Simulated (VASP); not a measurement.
# SnPt3 (R-3m) in VASP: a series of runs

The runs below take SnPt3 through electric field gradients, with LDA.

Program: VASP 6.6.1. These are calculated values, not measurements. Logs are shortened: lines on timing, memory, paths and dates and some standing lists are left out, and cuts for length are marked.

## (1) The cell of the first run

Symmetry: R-3m, No. 166, trigonal system. The conventional cell has a = 5.629 Å, b = 5.629 Å, c = 6.997 Å, α = 90.00°, β = 90.00°, γ = 120.00°. Within 3.7 Å of Sn (site symmetry -3m) lie 12 Pt at 2.81 to 2.84 Å. Pt (site symmetry 2/m) has 8 Pt at 2.81 to 2.84 Å and 4 Sn at 2.81 to 2.84 Å within 3.7 Å.

## (2) Electric field gradients, LDA (equal xy, yz and zx shear strains of +1 %)

INCAR

```
PREC = Accurate
ENCUT = 520
EDIFF = 1E-8
ISMEAR = -1
SIGMA = 0.05
LREAL = F
LASPH = T
NELM = 80
ALGO = Normal
ISIF = 2
LWAVE = F
LCHARG = F
LEFG = T
NBANDS = 30
```

KPOINTS

```
regular mesh
0
Gamma
  8 8 8
```

POSCAR

```
SnPt3
1.0
    4.0000000000      0.0200000000      0.0200000000
    0.0200000000      4.0000000000      0.0200000000
    0.0200000000      0.0200000000      4.0000000000
Sn Pt
1 3
Direct
    0.0000000000      0.0000000000      0.0000000000
    0.0000000000      0.5000000000      0.5000000000
    0.5000000000      0.0000000000      0.5000000000
    0.5000000000      0.5000000000      0.0000000000
```

Potentials or basis: VASP PAW LDA potentials, release 64 (Sn_d, Pt).

Command:

```sh
$ cat potpaw_LDA.64/Sn_d/POTCAR potpaw_LDA.64/Pt/POTCAR > POTCAR
$ mpirun -np 1 vasp_std > vasp.out
```

OUTCAR:

```text
PREC = Accurate
   ENCUT = 520
   EDIFF = 1E-8
   ISMEAR = -1
   LREAL = F
   LASPH = T
   NELM = 80
   ISIF = 2

 ion  position               nearest neighbor table
   1  0.000  0.000  0.000-   2 2.81   3 2.81   2 2.81   4 2.81   3 2.81   4 2.81   2 2.84   2 2.84
                             3 2.84   3 2.84   4 2.84   4 2.84
   2  0.000  0.500  0.500-   1 2.81   4 2.81   1 2.81   3 2.81   3 2.81   4 2.81   1 2.84   1 2.84
                             4 2.84   4 2.84   3 2.84   3 2.84
   3  0.500  0.000  0.500-   1 2.81   4 2.81   2 2.81   4 2.81   1 2.81   2 2.81   4 2.84   1 2.84
                             4 2.84   1 2.84   2 2.84   2 2.84
   4  0.500  0.500  0.000-   2 2.81   3 2.81   1 2.81   3 2.81   1 2.81   2 2.81   3 2.84   2 2.84
                             3 2.84   2 2.84   1 2.84   1 2.84

  LATTYP: Found a trigonal (rhomboedric) cell.
 ALAT       =     4.0000999988
 COS(alpha) =     0.0100244988

  Lattice vectors:

 A1 = (   4.0000000000,   0.0200000000,   0.0200000000)
 A2 = (   0.0200000000,   4.0000000000,   0.0200000000)
 A3 = (   0.0200000000,   0.0200000000,   4.0000000000)

Analysis of symmetry for initial positions (statically):
=====================================================================
 Subroutine PRICEL returns:
 Original cell was already a primitive cell.

 Routine SETGRP: Setting up the symmetry group for a
 trigonal (rhombohedral) supercell.

 Subroutine GETGRP returns: Found 12 space group operations
 (whereof 12 operations were pure point group operations)
 out of a pool of 12 trial point group operations.

The static configuration has the point symmetry D_3d.

Analysis of symmetry for dynamics (positions and initial velocities):
=====================================================================
 Subroutine PRICEL returns:
 Original cell was already a primitive cell.

 Routine SETGRP: Setting up the symmetry group for a
 trigonal (rhombohedral) supercell.

 Subroutine GETGRP returns: Found 12 space group operations
 (whereof 12 operations were pure point group operations)
 out of a pool of 12 trial point group operations.

The dynamic configuration has the point symmetry D_3d.

 Subroutine INISYM returns: Found 12 space group operations
 (whereof 12 operations are pure point group operations),
 and found     1 'primitive' translations

[... 145 lines left out ...]

 E-fermi :  11.8079     XC(G=0): -13.3297

 val. band max:       11.7976454785   @ k =   0.1250   0.1250   0.1250
 cond. band min:      11.8416343785   @ k =   0.3750   0.3750   0.3750
 fundamental gap:      0.0439889000
 Fermi energy:        11.8078990086

 k-point     1 :       0.0000    0.0000    0.0000
  band No.  band energies     occupation
      1     -10.0778      2.00000
      2     -10.0778      2.00000
      3     -10.0651      2.00000
      4     -10.0613      2.00000
      5     -10.0613      2.00000
      6      -0.2494      2.00000
[... 781 lines left out ...]
     29      20.8007      0.00000
     30      21.4012      0.00000

 [... further k-points ...]

------------------------ aborting loop because EDIFF is reached ----------------------------------------

  FORCE on cell =-STRESS in cart. coord.  units (eV):
  Direction    XX          YY          ZZ          XY          YZ          ZX
  --------------------------------------------------------------------------------------
  -------------------------------------------------------------------------------------
  Total       -1.1187063     -1.1187063     -1.1187063     -0.3004865     -0.3004865     -0.3004865
  in kB      -28.0078101    -28.0078101    -28.0078101     -7.5229467     -7.5229467     -7.5229467
  external PRESSURE =     -28.0078101 kB  Pullay stress =       0.0000000 kB

 VOLUME and BASIS-vectors are now :
 -----------------------------------------------------------------------------
  energy-cutoff  :      520.00
  volume of cell :       64.00
      direct lattice vectors                 reciprocal lattice vectors
     4.000000000  0.020000000  0.020000000     0.250012438 -0.001243843 -0.001243843
     0.020000000  4.000000000  0.020000000    -0.001243843  0.250012438 -0.001243843
     0.020000000  0.020000000  4.000000000    -0.001243843 -0.001243843  0.250012438

 POSITION                                       TOTAL-FORCE (eV/Angst)
 -----------------------------------------------------------------------------------
      0.00000      0.00000      0.00000        -0.000000      0.000000     -0.000000
      0.02000      2.01000      2.01000         0.000000      0.000000      0.000000
      2.01000      0.02000      2.01000         0.000000     -0.000000     -0.000000
      2.01000      2.01000      0.02000        -0.000000      0.000000     -0.000000
 -----------------------------------------------------------------------------------
    total drift:                                0.000000      0.000000     -0.000000

  FREE ENERGIE OF THE ION-ELECTRON SYSTEM (eV)
  ---------------------------------------------------
  free  energy   TOTEN  =       -28.5777880822 eV

  energy  without entropy=      -28.5679301325  energy(sigma->0) =      -28.57285911

 Electric field gradients (V/A^2)
---------------------------------------------------------------------
 ion       V_xx      V_yy      V_zz      V_xy      V_xz      V_yz
---------------------------------------------------------------------
   1      -0.000    -0.000    -0.000     7.940     7.940     7.940
   2    -145.137    72.569    72.569    13.466    13.466     3.479
   3      72.569  -145.137    72.569    13.466     3.479    13.466
   4      72.569    72.569  -145.137     3.479    13.466    13.466
---------------------------------------------------------------------

 Electric field gradients after diagonalization (V/A^2)
 (convention: |V_zz| > |V_xx| > |V_yy|)
----------------------------------------------------------------------
 ion       V_xx      V_yy      V_zz     asymmetry (V_yy - V_xx)/ V_zz
----------------------------------------------------------------------
   1      -7.940    -7.940    15.880       0.000
   2      77.675    69.089  -146.765       0.059
   3      77.675    69.089  -146.765       0.059
   4      77.675    69.089  -146.765       0.059
----------------------------------------------------------------------

           NMR quadrupolar parameters

 Cq : quadrupolar parameter    Cq=e*Q*V_zz/h
 eta: asymmetry parameters     (V_yy - V_xx)/ V_zz
 Q  : nuclear electric quadrupole moment in mb (millibarn)
----------------------------------------------------------------------
 ion       Cq(MHz)       eta       Q (mb)
----------------------------------------------------------------------
   1       0.038       0.000       1.000
   2      -0.355       0.059       1.000
   3      -0.355       0.059       1.000
   4      -0.355       0.059       1.000
----------------------------------------------------------------------
```

OSZICAR:

```text
N       E                     dE             d eps       ncg     rms          rms(c)
DAV:   1     0.407313826134E+03    0.40731E+03   -0.21006E+04  4194   0.198E+03
DAV:   2     0.136624633442E+02   -0.39365E+03   -0.37188E+03  4158   0.532E+02
DAV:   3    -0.283326007574E+02   -0.41995E+02   -0.40441E+02  4410   0.132E+02
DAV:   4    -0.296209240685E+02   -0.12883E+01   -0.12851E+01  4502   0.235E+01
DAV:   5    -0.296562682057E+02   -0.35344E-01   -0.35341E-01  4922   0.414E+00    0.191E+01
DAV:   6    -0.287249394289E+02    0.93133E+00   -0.22174E+00  4416   0.973E+00    0.954E+00
DAV:   7    -0.285950469912E+02    0.12989E+00   -0.14950E-01  5222   0.415E+00    0.387E+00
DAV:   8    -0.285793730190E+02    0.15674E-01   -0.27273E-02  5068   0.113E+00    0.355E-01
DAV:   9    -0.285777840921E+02    0.15889E-02   -0.62568E-03  5008   0.887E-01    0.592E-02
DAV:  10    -0.285777893175E+02   -0.52255E-05   -0.17239E-04  5116   0.123E-01    0.194E-02
DAV:  11    -0.285777882201E+02    0.10974E-05   -0.99328E-06  5274   0.240E-02    0.472E-03
DAV:  12    -0.285777880837E+02    0.13644E-06   -0.76388E-07  4478   0.772E-03    0.174E-03
DAV:  13    -0.285777880822E+02    0.15280E-08   -0.27836E-08  3590   0.194E-03
   1 F= -.28577788E+02 E0= -.28572859E+02  d E =-.985795E-02
```

Run time: 85 s. Hardware: 1 thread of Intel Xeon Platinum 8259CL at 2.50GHz (Skylake/Cascade Lake), shared host; peak memory 0.23 GiB.

What came out:

```
Free energy                             : -28.5778 eV
Pressure                                : -2.8 GPa
Band gap on the k mesh                  : zero (bands 22 and 23 overlap by 0.49 eV)
Largest electric field gradient by atom : Sn +15.9; Pt -146.8 V/Å²
```

Levels at points of the mesh, in eV from the Fermi level:
```
           k point  band 19  band 20  band 21  band 22  band 23  band 24  band 25  band 26
(0.00, 0.00, 0.00)    -1.23    -1.23    -0.40     0.14     0.14     0.14     2.89     6.29
(0.50, 0.00, 0.00)    -2.46    -2.36    -1.12     0.14     1.80     3.87     3.94     5.35
(0.50, 0.50, 0.00)    -2.60    -2.10    -1.92    -1.56     0.85     1.00     5.11     6.67
(0.50, 0.50, 0.50)    -2.09    -2.09    -0.74    -0.35    -0.35    -0.24     0.89     3.49
```

Electric field gradients, principal values (V/Å²):
| atom | least | middle | greatest (by size) |
| --- | --- | --- | --- |
| 1 Sn | -7.940 | -7.940 | 15.880 |
| 2 Pt | 69.089 | 77.675 | -146.765 |
| 3 Pt | 69.089 | 77.675 | -146.765 |
| 4 Pt | 69.089 | 77.675 | -146.765 |

Caveat: the cell differs from its parent crystal (equal xy, yz and zx shear strains of +1 %); without QUAD_EFG the Cq values of the log hold for a quadrupole moment of 1 mb, not for the nuclei; spin-orbit coupling is left out, which moves the levels of the heavy elements.

## (3) Electric field gradients, LDA (equal xy, yz and zx shear strains of +1 %)

INCAR

```
SYSTEM = SnPt3
PREC     = Accurate       ! precision mode
ENCUT    = 520            ! plane-wave cutoff, eV
EDIFF    = 1E-8           ! SCF threshold, eV
ISMEAR   = -1             ! smearing method
SIGMA    = 0.05           ! smearing width, eV
LREAL    = .FALSE.        ! projectors in reciprocal space
LASPH    = .TRUE.         ! aspherical terms in the spheres
NELM     = 60             ! most SCF steps
ALGO     = Normal         ! electronic algorithm
ISIF     = 2              ! what is computed and relaxed
LWAVE    = .FALSE.        ! write WAVECAR
LCHARG   = .FALSE.        ! write CHGCAR
LEFG     = .TRUE.       
NBANDS   = 30             ! bands
```

KPOINTS

```
regular mesh
0
G
  8 8 8
  0 0 0
```

POSCAR is that of step 2.

Potentials or basis: VASP PAW LDA potentials, release 64 (Sn_d, Pt).

Command:

```sh
$ cat potpaw_LDA.64/Sn_d/POTCAR potpaw_LDA.64/Pt/POTCAR > POTCAR
$ mpirun -np 1 vasp_std > vasp.out
```

OUTCAR:

```text
SYSTEM = SnPt3
   PREC = Accurate
   ENCUT = 520
   EDIFF = 1E-8
   ISMEAR = -1
   LREAL = .FALSE.
   LASPH = .TRUE.
   NELM = 60
   ISIF = 2

 ion  position               nearest neighbor table
   1  0.000  0.000  0.000-   2 2.81   3 2.81   2 2.81   4 2.81   3 2.81   4 2.81   2 2.84   2 2.84
                             3 2.84   3 2.84   4 2.84   4 2.84
   2  0.000  0.500  0.500-   1 2.81   4 2.81   1 2.81   3 2.81   3 2.81   4 2.81   1 2.84   1 2.84
                             4 2.84   4 2.84   3 2.84   3 2.84
   3  0.500  0.000  0.500-   1 2.81   4 2.81   2 2.81   4 2.81   1 2.81   2 2.81   4 2.84   1 2.84
                             4 2.84   1 2.84   2 2.84   2 2.84
   4  0.500  0.500  0.000-   2 2.81   3 2.81   1 2.81   3 2.81   1 2.81   2 2.81   3 2.84   2 2.84
                             3 2.84   2 2.84   1 2.84   1 2.84

  LATTYP: Found a trigonal (rhomboedric) cell.
 ALAT       =     4.0000999988
 COS(alpha) =     0.0100244988

  Lattice vectors:

 A1 = (   4.0000000000,   0.0200000000,   0.0200000000)
 A2 = (   0.0200000000,   4.0000000000,   0.0200000000)
 A3 = (   0.0200000000,   0.0200000000,   4.0000000000)

Analysis of symmetry for initial positions (statically):
=====================================================================
 Subroutine PRICEL returns:
 Original cell was already a primitive cell.

 Routine SETGRP: Setting up the symmetry group for a
 trigonal (rhombohedral) supercell.

 Subroutine GETGRP returns: Found 12 space group operations
 (whereof 12 operations were pure point group operations)
 out of a pool of 12 trial point group operations.

The static configuration has the point symmetry D_3d.

Analysis of symmetry for dynamics (positions and initial velocities):
[... 968 lines left out ...]
  --------------------------------------------------------------------------------------
  -------------------------------------------------------------------------------------
  Total       -1.1187063     -1.1187063     -1.1187063     -0.3004865     -0.3004865     -0.3004865
  in kB      -28.0078101    -28.0078101    -28.0078101     -7.5229467     -7.5229467     -7.5229467
  external PRESSURE =     -28.0078101 kB  Pullay stress =       0.0000000 kB

 VOLUME and BASIS-vectors are now :
 -----------------------------------------------------------------------------
  energy-cutoff  :      520.00
  volume of cell :       64.00
      direct lattice vectors                 reciprocal lattice vectors
     4.000000000  0.020000000  0.020000000     0.250012438 -0.001243843 -0.001243843
     0.020000000  4.000000000  0.020000000    -0.001243843  0.250012438 -0.001243843
     0.020000000  0.020000000  4.000000000    -0.001243843 -0.001243843  0.250012438

 POSITION                                       TOTAL-FORCE (eV/Angst)
 -----------------------------------------------------------------------------------
      0.00000      0.00000      0.00000        -0.000000      0.000000     -0.000000
      0.02000      2.01000      2.01000         0.000000      0.000000      0.000000
      2.01000      0.02000      2.01000         0.000000     -0.000000     -0.000000
      2.01000      2.01000      0.02000        -0.000000      0.000000     -0.000000
 -----------------------------------------------------------------------------------
    total drift:                                0.000000      0.000000     -0.000000

  FREE ENERGIE OF THE ION-ELECTRON SYSTEM (eV)
  ---------------------------------------------------
  free  energy   TOTEN  =       -28.5777880822 eV

  energy  without entropy=      -28.5679301325  energy(sigma->0) =      -28.57285911

 Electric field gradients (V/A^2)
---------------------------------------------------------------------
 ion       V_xx      V_yy      V_zz      V_xy      V_xz      V_yz
---------------------------------------------------------------------
   1      -0.000    -0.000    -0.000     7.940     7.940     7.940
   2    -145.137    72.569    72.569    13.466    13.466     3.479
   3      72.569  -145.137    72.569    13.466     3.479    13.466
   4      72.569    72.569  -145.137     3.479    13.466    13.466
---------------------------------------------------------------------

 Electric field gradients after diagonalization (V/A^2)
 (convention: |V_zz| > |V_xx| > |V_yy|)
----------------------------------------------------------------------
 ion       V_xx      V_yy      V_zz     asymmetry (V_yy - V_xx)/ V_zz
----------------------------------------------------------------------
   1      -7.940    -7.940    15.880       0.000
   2      77.675    69.089  -146.765       0.059
   3      77.675    69.089  -146.765       0.059
   4      77.675    69.089  -146.765       0.059
----------------------------------------------------------------------

           NMR quadrupolar parameters

 Cq : quadrupolar parameter    Cq=e*Q*V_zz/h
 eta: asymmetry parameters     (V_yy - V_xx)/ V_zz
 Q  : nuclear electric quadrupole moment in mb (millibarn)
----------------------------------------------------------------------
 ion       Cq(MHz)       eta       Q (mb)
----------------------------------------------------------------------
   1       0.038       0.000       1.000
   2      -0.355       0.059       1.000
   3      -0.355       0.059       1.000
   4      -0.355       0.059       1.000
----------------------------------------------------------------------
```

Run time: 85 s. Hardware: 1 thread of Intel Xeon Platinum 8259CL at 2.50GHz (Skylake/Cascade Lake), shared host; peak memory 0.23 GiB.

What came out:

* Free energy: -28.5778 eV
* Pressure: -2.8 GPa
* Band gap on the k mesh: zero (bands 22 and 23 overlap by 0.49 eV)
* Largest electric field gradient by atom: Sn +15.9; Pt -146.8 V/Å²

Electric field gradients, principal values (V/Å²):
| atom | least | middle | greatest (by size) |
| --- | --- | --- | --- |
| 1 Sn | -7.940 | -7.940 | 15.880 |
| 2 Pt | 69.089 | 77.675 | -146.765 |
| 3 Pt | 69.089 | 77.675 | -146.765 |
| 4 Pt | 69.089 | 77.675 | -146.765 |

Caveat: the cell differs from its parent crystal (equal xy, yz and zx shear strains of +1 %); without QUAD_EFG the Cq values of the log hold for a quadrupole moment of 1 mb, not for the nuclei; spin-orbit coupling is left out, which moves the levels of the heavy elements.

The gap in the log of VASP goes by the Fermi energy; the results here count the filled bands.